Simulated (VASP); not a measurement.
# H20CO12 in VASP: notebook

H20CO12 is run at these levels: PBE+D3(BJ); tasks: single point.

Program: VASP 6.6.1. These are calculated values, not measurements. Logs are shortened: lines on timing, memory, paths and dates and some standing lists are left out, and cuts for length are marked.

**1. The cell of the first run**

The cell holds a disordered packing, 33 atoms: a = 7.153 Å, b = 7.153 Å, c = 7.153 Å, α = 90.00°, β = 90.00°, γ = 90.00°.

**2. Single point, PBE+D3(BJ)**

Input file INCAR:

```
SYSTEM = H20CO12
PREC = Accurate
ENCUT = 520
EDIFF = 1E-6
ISMEAR = -1
SIGMA = 0.05
LREAL = Auto
LASPH = .TRUE.
NELM = 120
ALGO = Normal
ISIF = 2
LWAVE = .FALSE.
LCHARG = .FALSE.
GGA = PE
IVDW = 12
NBANDS = 70
GGA_COMPAT = .FALSE.
```

Input file KPOINTS:

```
Automatic mesh
0
G
  1 1 1
  0 0 0
```

Input file POSCAR:

```
H20CO12
1.0
    7.1530900000      0.0000000000      0.0000000000
    0.0000000000      7.1530900000      0.0000000000
    0.0000000000      0.0000000000      7.1530900000
O H C
12 20 1
Direct
    0.5423110851      0.3486744889      0.3845331179
    0.0726539160      0.3625705814      0.3081884892
    0.3932985605      0.0247305710      0.8444462463
    0.4897463893      0.7329000474      0.3928512014
    0.7437485059      0.3666527333      0.0651606509
    0.8679885196     -0.0080105241      0.3652826960
    0.6679071562      1.2114065390      0.7210030910
    0.0218786566      0.7100567727      0.1178791264
    0.2263357514      1.0036501708      0.4996721696
    0.5900946304      0.7363391206     -0.0037186726
    0.2819201212      0.5878857948      0.7716525306
   -0.0425969756      0.5783095138      0.7118322291
    0.6146155018      0.3004575645      0.2800607849
    0.5742273619      0.2691843665      0.4964288161
    0.1970057695      0.3119491017      0.3194563468
    0.0457983892      0.4059783954      0.4382721313
    0.3321361817      0.0045295110      0.7254207622
    0.4531887618     -0.0973006072      0.8780401197
    0.5030972629      0.5848381609      0.4044545784
    0.6078352153      0.7822773095      0.4519305643
    0.8790187178      0.3407059047      0.0947842121
    0.7188921152      0.3107468241     -0.0571501267
    0.8828632102      0.1123290774      0.3059097537
    0.9017082128     -0.1056186907      0.2765518119
    0.7473693187      1.1186773828      0.6621474076
    0.5600097301      1.1320701962      0.7787823165
    0.0471404666      0.5962597982      0.1900297634
   -0.0938615340      0.6922462880      0.0535013540
    0.0912472791      0.9968139643      0.4671267942
    0.2836116979      0.8867636224      0.4397400284
    0.5372922751      0.7425042884      0.1295803632
    0.6179706952      0.5990977326     -0.0119948162
    0.1157821305      0.5882912140      0.7513396308
```

Potentials or basis: VASP PAW PBE potentials, release 64 (O, H, C).

Run with:

```sh
cat potpaw_PBE.64/O/POTCAR potpaw_PBE.64/H/POTCAR potpaw_PBE.64/C/POTCAR > POTCAR
mpirun -np 1 vasp_gam > vasp.out
```

OUTCAR:

```text
SYSTEM = H20CO12
   PREC = Accurate
   ENCUT = 520
   EDIFF = 1E-6
   ISMEAR = -1
   LREAL = Auto
   LASPH = .TRUE.
   NELM = 120
   ISIF = 2
   GGA = PE
   IVDW = 12
 IVDW          = 12

 ion  position               nearest neighbor table
   1  0.542  0.349  0.385-  13 0.97  14 1.01
   2  0.073  0.363  0.308-  15 0.96  16 1.00
   3  0.393  0.025  0.844-  17 0.97  18 1.00
   4  0.490  0.733  0.393-  20 1.01  19 1.07
   5  0.744  0.367  0.065-  22 0.98  21 1.01
   6  0.868  0.992  0.365-  23 0.97  24 0.97
   7  0.668  0.211  0.721-  25 0.97  26 1.04
   8  0.022  0.710  0.118-  28 0.96  27 0.98
   9  0.226  0.004  0.500-  29 1.00  30 1.03
  10  0.590  0.736  0.996-  32 1.00  31 1.03
  11  0.282  0.588  0.772-  33 1.20
  12  0.957  0.578  0.712-  33 1.17
  13  0.615  0.300  0.280-   1 0.97
  14  0.574  0.269  0.496-   1 1.01
  15  0.197  0.312  0.319-   2 0.96
  16  0.046  0.406  0.438-   2 1.00
[... 14 lines left out ...]
  31  0.537  0.743  0.130-  10 1.03
  32  0.618  0.599  0.988-  10 1.00
  33  0.116  0.588  0.751-  12 1.17  11 1.20

  LATTYP: Found a simple cubic cell.
 ALAT       =     7.1530900000

  Lattice vectors:

 A1 = (   7.1530900000,   0.0000000000,   0.0000000000)
 A2 = (   0.0000000000,   7.1530900000,   0.0000000000)
 A3 = (   0.0000000000,   0.0000000000,   7.1530900000)

Analysis of symmetry for initial positions (statically):
=====================================================================
 Subroutine PRICEL returns:
 Original cell was already a primitive cell.

 Routine SETGRP: Setting up the symmetry group for a
 simple cubic supercell.

 Subroutine GETGRP returns: Found  1 space group operations
 (whereof  1 operations were pure point group operations)
 out of a pool of 48 trial point group operations.

The static configuration has the point symmetry C_1 .

Analysis of symmetry for dynamics (positions and initial velocities):
=====================================================================
 Subroutine PRICEL returns:
 Original cell was already a primitive cell.

 Routine SETGRP: Setting up the symmetry group for a
 simple cubic supercell.

 Subroutine GETGRP returns: Found  1 space group operations
 (whereof  1 operations were pure point group operations)
 out of a pool of 48 trial point group operations.

The dynamic configuration has the point symmetry C_1 .

 Subroutine INISYM returns: Found  1 space group operations
 (whereof  1 operations are pure point group operations),
 and found     1 'primitive' translations

----------------------------------------------------------------------------------------

                                     Primitive cell

  volume of cell :     366.0000

  direct lattice vectors                    reciprocal lattice vectors
     7.153090000  0.000000000  0.000000000     0.139799723  0.000000000  0.000000000
     0.000000000  7.153090000  0.000000000     0.000000000  0.139799723  0.000000000
     0.000000000  0.000000000  7.153090000     0.000000000  0.000000000  0.139799723

  length of vectors
     7.153090000  7.153090000  7.153090000     0.139799723  0.139799723  0.139799723

  position of ions in fractional coordinates (direct lattice)
     0.542311085  0.348674489  0.384533118
     0.072653916  0.362570581  0.308188489
     0.393298560  0.024730571  0.844446246
     0.489746389  0.732900047  0.392851201
     0.743748506  0.366652733  0.065160651
     0.867988520  0.991989476  0.365282696
[... 25 lines left out ...]
     0.617970695  0.599097733  0.988005184
     0.115782131  0.588291214  0.751339631

  ion indices of the primitive-cell ions
   primitive index   ion index
                 1           1
                 2           2
                 3           3
                 4           4
                 5           5
                 6           6
[... 25 lines left out ...]
                32          32
                33          33

----------------------------------------------------------------------------------------

 KPOINTS: Automatic mesh

Automatic generation of k-mesh.
 Grid dimensions read from file:
 generate k-points for:    1    1    1

 Generating k-lattice:

  Cartesian coordinates                     Fractional coordinates (reciprocal lattice)
     0.139799723  0.000000000  0.000000000     1.000000000  0.000000000  0.000000000
     0.000000000  0.139799723  0.000000000     0.000000000  1.000000000  0.000000000
     0.000000000  0.000000000  0.139799723     0.000000000  0.000000000  1.000000000

  Length of vectors
     0.139799723  0.139799723  0.139799723

  Shift w.r.t. Gamma in fractional coordinates (k-lattice)
     0.000000000  0.000000000  0.000000000

 Subroutine IBZKPT returns following result:
 ===========================================

 Found      1 irreducible k-points:

 Following reciprocal coordinates:
            Coordinates               Weight
  0.000000  0.000000  0.000000      1.000000
   k-points           NKPTS =      1   k-points in BZ     NKDIM =      1   number of bands    NBANDS=     70
   number of dos      NEDOS =    301   number of ions     NIONS =     33
   total plane-waves  NPLWV = 157464
   dimension x,y,z NGX =    54 NGY =   54 NGZ =   54
   dimension x,y,z NGXF=   108 NGYF=  108 NGZF=  108
   ions per type =              12  20   1
   NGX,Y,Z   is equivalent  to a cutoff of  12.55, 12.55, 12.55 a.u.
   NGXF,Y,Z  is equivalent  to a cutoff of  25.10, 25.10, 25.10 a.u.
 SYSTEM =  H20CO12
   PREC   = accura    normal or accurate (medium, high low for compatibility)
   ISTART =      0    job   : 0-new  1-cont  2-samecut
   ICHARG =      2    charge: 1-file 2-atom 10-const
   ISPIN  =      1    spin polarized calculation?
   LNONCOLLINEAR =      F non collinear calculations
   LSORBIT =      F    spin-orbit coupling
   LASPH  =      T    aspherical Exc in radial PAW
   ENCUT  =  520.0 eV  38.22 Ry    6.18 a.u.  13.30 13.30 13.30*2*pi/ulx,y,z
   NELM   =    120;   NELMIN=  2; NELMDL= -5     # of ELM steps
   EDIFF  = 0.1E-05   stopping-criterion for ELM
   LREAL  =      T    real-space projection
   EDIFFG = 0.1E-04   stopping-criterion for IOM
   NSW    =      0    number of steps for IOM
   IBRION =     -1    ionic relax: 0-MD 1-quasi-New 2-CG
   NFREE  =      0    steps in history (QN), initial steepest desc. (CG)
   ISIF   =      2    stress and relaxation
   ISYM   =      2    0-nonsym 1-usesym 2-fastsym
   POTIM  = 0.5000    time-step for ionic-motion
   TEBEG  =    0.0;   TEEND  =   0.0 temperature during run
   PSTRESS=    0.0 pullay stress
   NELECT =      96.0000    total number of electrons
   NUPDOWN=      -1.0000    fix difference up-down
   EMIN   =  10.00;   EMAX   =-10.00  energy-range for DOS
   EFERMI =   0.00;   METHOD = LEGACY
   ISMEAR =    -1;   SIGMA  =   0.05  broadening in eV -4-tet -1-fermi 0-gaus
   EFERMI_NEDOS =   21; number of points for ismear=-14 and -15
   IALGO  =     38    algorithm
   IMIX   =      4    mixing-type and parameters
     AMIX     =   0.40;   BMIX     =  1.00
     AMIX_MAG =   1.60;   BMIX_MAG =  1.00
  volume/ion in A,a.u.               =      11.09        74.85
  Fermi-wavevector in a.u.,A,eV,Ry     =   1.047944  1.980328 14.941746  1.098187
  Thomas-Fermi vector in A             =   2.182846
   LORBIT       =      0    0 simple, 1 ext, 2 COOP (PROOUT), +10 PAW based schemes
   GGA     = PE    functional components
   LHFCALC =     F    Hartree Fock is set to
   AEXX    =    0.0000 exact exchange contribution
   IVDW    =    12    specifies the selected vdW correction
   LEPSILON=     F    determine dielectric tensor
   LRPA    =     F    only Hartree local field effects (RPA)
 non-spin polarized calculation
  energy-cutoff  :      520.00
  volume of cell :      366.00
 maximum number of plane-waves:      4898
 NGX is ok and might be reduce to    54
   NGX = 27   NGY = 27   NGZ = 27

 number of electron      96.0000021 magnetization

 Free energy of the ion-electron system (eV)
  ---------------------------------------------------
  ext. energy  EPLUGINS =         0.00000000
  ---------------------------------------------------
  free energy    TOTEN  =      -168.82300803 eV

  energy without entropy =     -168.82300803  energy(sigma->0) =     -168.82300803

 E-fermi :  -2.2105     XC(G=0):  -6.6869

 val. band max:       -3.5230225439   @ k =   0.0000   0.0000   0.0000
 cond. band min:       0.7943561598   @ k =   0.0000   0.0000   0.0000
 fundamental gap:      4.3173787037
 Fermi energy:        -2.2104797459

 k-point     1 :       0.0000    0.0000    0.0000
  band No.  band energies     occupation
      1     -25.9498      2.00000
      2     -24.6464      2.00000
      3     -23.1500      2.00000
      4     -22.6258      2.00000
      5     -22.3488      2.00000
      6     -22.1655      2.00000
[... 52 lines left out ...]
     59       5.6277      0.00000
     60       6.1258      0.00000
 [bands above 60 left out]

------------------------ aborting loop because EDIFF is reached ----------------------------------------

 Edisp (eV)   -1.13624

 E8    (eV) :    -0.2390

  FORCE on cell =-STRESS in cart. coord.  units (eV):
  Direction    XX          YY          ZZ          XY          YZ          ZX
  --------------------------------------------------------------------------------------
  -------------------------------------------------------------------------------------
  Total      -2.59789    -4.74499    -1.03055     2.14460    -0.24838     0.35950
  in kB     -11.37234   -20.77135    -4.51127     9.38804    -1.08728     1.57374
  external pressure =      -12.22 kB  Pullay stress =        0.00 kB

 VOLUME and BASIS-vectors are now :
 -----------------------------------------------------------------------------
  energy-cutoff  :      520.00
  volume of cell :      366.00
      direct lattice vectors                 reciprocal lattice vectors
     7.153090000  0.000000000  0.000000000     0.139799723  0.000000000  0.000000000
     0.000000000  7.153090000  0.000000000     0.000000000  0.139799723  0.000000000
     0.000000000  0.000000000  7.153090000     0.000000000  0.000000000  0.139799723

 POSITION                                       TOTAL-FORCE (eV/Angst)
 -----------------------------------------------------------------------------------
      3.87920      2.49410      2.75060        -0.459076     -0.304940      1.013255
      0.51970      2.59350      2.20450        -0.819697      0.789906      1.076614
      2.81330      0.17690      6.04040         0.841016     -0.310528      0.889103
      3.50320      5.24250      2.81010         1.247815     -1.656222      0.471667
      5.32010      2.62270      0.46610         1.381526     -0.106532      0.767647
      6.20880      7.09579      2.61290        -0.475859     -0.066926      1.025219
[... 25 lines left out ...]
      4.42040      4.28540      7.06729        -0.143937      0.955354     -0.104549
      0.82820      4.20810      5.37440         3.384601     -0.156417     -0.003466
 -----------------------------------------------------------------------------------
    total drift:                                0.009533     -0.001616     -0.005747

  FREE ENERGIE OF THE ION-ELECTRON SYSTEM (eV)
  ---------------------------------------------------
  free  energy   TOTEN  =      -169.9592508495 eV

  energy  without entropy=     -169.9592508495  energy(sigma->0) =     -169.95925085
```

Run time: 90 s. Hardware: 1 thread of AMD EPYC, shared host; peak memory 0.33 GiB.

Results:

* Free energy: -169.9593 eV
* Pressure: -1.2 GPa
* Largest force: 3.388 eV/Å
* Band gap on the k mesh: 4.32 eV
* Dispersion energy per atom: -0.034 eV

Forces on the atoms (eV/Å):
```
O   -0.459 -0.305  1.013
O   -0.820  0.790  1.077
O    0.841 -0.311  0.889
O    1.248 -1.656  0.472
O    1.382 -0.107  0.768
O   -0.476 -0.067  1.025
O   -0.143 -0.120  0.061
O    0.800  0.648  0.568
O    0.312 -1.370 -0.585
O   -0.134 -0.928  1.567
O   -2.229  0.041 -0.001
O   -1.060  0.050 -0.123
H    0.090  0.239 -0.575
H   -0.209  0.843 -0.327
H    0.912 -0.478 -0.048
H   -0.048 -0.369 -1.020
H   -0.810 -0.092 -0.961
H   -0.236  0.200  0.165
H    0.008  1.777 -0.162
H   -1.247 -0.423 -0.657
H   -1.290  0.378 -0.319
H    0.121 -0.463 -0.731
H    0.146  0.236 -0.398
H    0.329 -0.309 -0.665
H    0.378 -0.167  0.020
H   -0.123  0.147 -0.116
H   -0.056 -0.184 -0.095
H   -1.073 -0.263 -0.382
H    0.273 -0.006  0.102
H   -0.225  1.315  0.657
H    0.557  0.153 -1.112
H   -0.144  0.955 -0.105
C    3.385 -0.156 -0.003
```

Stress tensor (GPa, compression positive):
```
-1.14  0.94  0.16
 0.94 -2.08 -0.11
 0.16 -0.11 -0.45
```

Levels at points of the mesh, in eV from the valence-band top:
| k point | band 44 | band 45 | band 46 | band 47 | band 48 | band 49 | band 50 | band 51 | band 52 | band 53 |
| --- | --- | --- | --- | --- | --- | --- | --- | --- | --- | --- |
| (0.00, 0.00, 0.00) | -0.49 | -0.37 | -0.22 | -0.14 | 0.00 | 4.32 | 5.87 | 6.04 | 6.92 | 7.34 |

Caveat: the k points lie up to 0.88 Å⁻¹ apart.

**3. Single point, PBE+D3(BJ)**

Input file INCAR:

```
SYSTEM = H20CO12
  ALGO = Normal
  EDIFF = 1E-6
  ENCUT = 520
  GGA = PE
  GGA_COMPAT = .False.
  ISIF = 2
  ISMEAR = -1
  IVDW = 12
  LASPH = .True.
  LCHARG = .True.
  LELF = .True.
  LREAL = Auto
  LVHAR = .True.
  LWAVE = .False.
  NBANDS = 70
  NELM = 120
  PREC = Accurate
  SIGMA = 0.05
```

Input file KPOINTS:

```
k-points
0
Gamma
  1 1 1
  0 0 0
```

Input file POSCAR:

```
H20CO12
1.0
    7.1530900000      0.0000000000      0.0000000000
    0.0000000000      7.1530900000      0.0000000000
    0.0000000000      0.0000000000      7.1530900000
O H C
12 20 1
Direct
    0.5285268325      0.3592713079      0.3905445059
    0.1048358122      0.3577614709      0.3321361817
    0.3840997387      0.0607010397      0.8597403360
    0.4904314080      0.7321591089      0.3675474515
    0.7551701433      0.3342471575      0.0577932055
    0.8670658415     -0.0331465143      0.3325276209
    0.6752885816      1.2107774402      0.7286501358
    0.0126938148      0.6916171892      0.1400373824
    0.2250356140      0.9581174010      0.5289602116
    0.6483212150      0.7313342905      0.0299590806
    0.2672970702      0.5723680256      0.7701706535
   -0.0583104644      0.5512303075      0.7156347816
    0.5901365703      0.3571603321      0.2754194341
    0.6144337622      0.3120609415      0.4914239860
    0.2420492403      0.3344708371      0.3517081429
    0.0428905550      0.2622642802      0.3997852676
    0.3031696791      0.0096741408      0.7619644098
    0.4409283261     -0.0490697027      0.9219092728
    0.4886279915      0.5863200379      0.4054611364
    0.5903882099      0.7906093730      0.4378806921
    0.8698758159      0.2810393830      0.1079114061
    0.7357240018      0.2654936538     -0.0598342814
    0.7707438324     -0.0005172590      0.2400081643
    0.9314016740     -0.1349906124      0.2562668721
    0.7452863028      1.1009088380      0.6707031507
    0.5442962412      1.1514464378      0.7681854975
    0.0587997635      0.5810635683      0.2063583710
   -0.1250368722      0.6642863434      0.1243658335
    0.1324322775      0.9814359948      0.4279129719
    0.3207564843      0.8672895210      0.4778634129
    0.5774986754      0.7358078816      0.1468316490
    0.6265124583      0.6052209605     -0.0226894950
    0.1046540726      0.5633090035      0.7458455017
```

Potentials or basis: VASP PAW PBE potentials, release 64 (O, H, C).

Run with:

```sh
cat potpaw_PBE.64/O/POTCAR potpaw_PBE.64/H/POTCAR potpaw_PBE.64/C/POTCAR > POTCAR
mpirun -np 1 vasp_gam > vasp.out
```

Run time: 1.8 min. Hardware: 1 thread of AMD EPYC, shared host; peak memory 0.32 GiB.

The run converged. Its results:

```yaml
Free_energy: -169.8354 eV
Pressure: -0.9 GPa
Largest_force: 2.964 eV/Å
Band_gap_on_the_k_mesh: 4.67 eV
Dispersion_energy_per_atom: -0.034 eV
```

Forces in eV/Å, atoms in the order of the input:
```
O   -1.203  0.279  2.695
O    1.874  0.834 -0.595
O    0.339 -0.451  0.703
O   -0.654 -1.743  0.636
O    0.084 -0.043  1.053
O   -0.486  0.041 -0.645
O    0.214 -1.879 -1.330
O   -0.865 -0.142 -0.046
O    0.055 -0.273 -0.549
O    0.058 -0.290 -1.047
O   -0.159 -0.019  0.076
O    1.322  0.161  0.242
H    1.538 -0.335 -2.397
H   -0.636  0.229 -0.234
H   -0.969  0.065 -0.098
H   -0.667 -0.965  0.669
H   -0.400 -0.058 -0.568
H   -0.168  0.245 -0.156
H    0.393  1.723 -0.503
H    0.533 -0.098  0.146
H    0.233  0.242  0.162
H   -0.174  0.029 -0.748
H    0.164  0.372  0.404
H    0.355 -0.064  0.574
H   -0.773  1.362  0.809
H    0.763  0.258 -0.119
H    0.076 -0.120  0.270
H    0.803  0.158 -0.552
H    0.534 -0.353  0.718
H   -0.757  0.474 -0.111
H   -0.473 -0.219  0.621
H    0.185  0.624  0.277
C   -1.138 -0.043 -0.358
```

Stress tensor (GPa, compression positive):
```
-1.87  1.09 -0.83
 1.09 -1.55  0.19
-0.83  0.19  0.65
```

Levels at points of the mesh, in eV from the valence-band top:
| k point | band 44 | band 45 | band 46 | band 47 | band 48 | band 49 | band 50 | band 51 | band 52 | band 53 |
| --- | --- | --- | --- | --- | --- | --- | --- | --- | --- | --- |
| (0.00, 0.00, 0.00) | -0.45 | -0.41 | -0.26 | -0.07 | 0.00 | 4.67 | 6.73 | 6.75 | 7.40 | 7.61 |

Caveat: the k points lie up to 0.88 Å⁻¹ apart.
